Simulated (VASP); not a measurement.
**SbPt: electric field gradients with LDA**

SbPt:

```
Sb Pt
1.0
     4.07418    0.00000    0.00000
    -2.03709    3.52834    0.00000
     0.00000    0.00000    5.39804
Sb Pt
2 2
Direct
  0.33333 0.66667 0.25000
  0.66667 0.33333 0.75000
  0.00000 0.00000 0.00000
  0.00000 0.00000 0.50000
```

```
Program                : VASP 6.6.1
Task                   : electric field gradients
Functional             : LDA
Potentials or basis    : VASP PAW LDA potentials, release 64 (Sb, Pt)
Cutoff                 : 520 eV
k mesh                 : 11 × 11 × 8
Occupations            : fermi-dirac, width 0.08 eV
Spin                   : no spin polarisation
Dipole correction      : no
Further INCAR settings : ALGO = Normal; EDIFF = 1e-08; NBANDS = 23
```

```
Pressure                                : 7.0 GPa
Band gap on the k mesh                  : zero (bands 15 and 16 overlap by 4.16 eV)
Largest electric field gradient by atom : Sb +24.4; Pt -127.9 V/Å²
```

Stress tensor (GPa, compression positive):
```
7.16 0.00 0.00
0.00 7.16 0.00
0.00 0.00 6.75
```

Levels at points of the mesh, in eV from the Fermi level:
```csv
k point,band 11,band 12,band 13,band 14,band 15,band 16,band 17,band 18,band 19,band 20
"(0.00, 0.00, 0.00)",-2.33,-2.33,-0.14,-0.14,0.80,2.32,2.37,3.77,3.77,4.13
"(0.00, 0.00, 0.50)",-3.94,-3.94,-1.21,-1.21,2.44,2.44,2.44,2.44,5.24,5.24
```

Electric field gradients, principal values (V/Å²):
| atom | least | middle | greatest (by size) |
| --- | --- | --- | --- |
| 1 Sb | -12.191 | -12.191 | 24.382 |
| 2 Sb | -12.191 | -12.191 | 24.382 |
| 3 Pt | 63.960 | 63.961 | -127.921 |
| 4 Pt | 63.960 | 63.961 | -127.921 |

Wall time 2.1 min on 1 thread of Intel Xeon 8259CL, on a shared host, peak memory 0.25 GiB.

Caveat: the cell stands under pressure; without QUAD_EFG the Cq values of the log hold for a quadrupole moment of 1 mb, not for the nuclei; spin-orbit coupling is left out, which moves the levels of the heavy elements.
